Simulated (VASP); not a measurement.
MgZrC: single point with PBE

MgZrC:

```
CELL_PARAMETERS angstrom
3.20862 0.00000 0.00000
0.00000 3.20862 0.00000
0.00000 0.00000 6.24797
ATOMIC_POSITIONS crystal
Mg 0.00000 0.00000 0.50000
Zr 0.00000 0.00000 0.00000
C 0.50000 0.50000 0.00000
```

```
Program             : VASP 6.6.1
Task                : single point
Functional          : PBE
Potentials or basis : VASP PAW PBE potentials, release 64 (Mg, Zr_sv, C)
Cutoff              : 520 eV
k mesh              : 6 × 6 × 4
Occupations         : gaussian, width 0.1 eV
Spin                : no spin polarisation
```

The pressure is 0.2 GPa and the band gap on the k mesh is zero (band 9 reaches 5.30 eV, above the bottom of band 10 at 3.53 eV).

Stress tensor (GPa, compression positive):
```
 0.29  0.00  0.00
 0.00  0.29  0.00
 0.00  0.00 -0.05
```

Levels at points of the mesh, in eV from the Fermi level:
| k point | band 6 | band 7 | band 8 | band 9 | band 10 | band 11 | band 12 | band 13 |
| --- | --- | --- | --- | --- | --- | --- | --- | --- |
| (0.00, 0.00, 0.00) | -4.37 | -2.12 | -0.22 | 1.44 | 1.44 | 2.29 | 3.39 | 3.41 |
| (0.50, 0.00, 0.00) | -3.92 | -2.41 | -2.15 | -1.58 | -0.21 | 2.34 | 3.90 | 3.94 |
| (0.50, 0.50, 0.00) | -0.33 | -0.33 | 0.51 | 0.65 | 0.67 | 0.67 | 2.63 | 2.63 |
| (0.00, 0.00, 0.50) | -4.56 | -1.36 | -0.21 | 0.25 | 1.45 | 1.45 | 3.37 | 3.37 |
| (0.50, 0.00, 0.50) | -3.85 | -2.83 | -2.15 | -1.01 | 0.20 | 1.08 | 3.88 | 4.50 |
| (0.50, 0.50, 0.50) | -0.22 | -0.22 | 0.19 | 0.19 | 0.31 | 1.43 | 2.89 | 3.77 |

Wall time 47 s on 1 thread of Intel Xeon 8259CL, on a shared host, peak memory 0.19 GiB.
